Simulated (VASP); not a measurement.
The system is Sn.

```
Sn
1.0
    -1.90093    1.90093    1.90093
     1.90093   -1.90093    1.90093
     1.90093    1.90093   -1.90093
Sn
1
Direct
  0.00000 0.00000 0.00000
```

Base run:

```yaml
Program: VASP 6.6.1
Functional: PBE
Potentials_or_basis: VASP PAW PBE potentials, release 64 (Sn_d)
Cutoff: 520 eV
k_mesh: 8 × 8 × 8
Occupations: gaussian, width 0.05 eV
Spin: non-collinear spin, zero start, spin-orbit coupling
Starting_moments: "[[0.0, 0.0, 0.0]] μB"
```

Its results: pressure 0.8 GPa; net moment 0.00 μB per cell.

Problem. The run is repeated on the same cell with these changes: cutoff from 520 eV to 500 eV; k mesh from 8 × 8 × 8 to 10 × 10 × 10. What comes out?

Solution. Pressure 0.0 GPa; net moment 0.00 μB per cell.
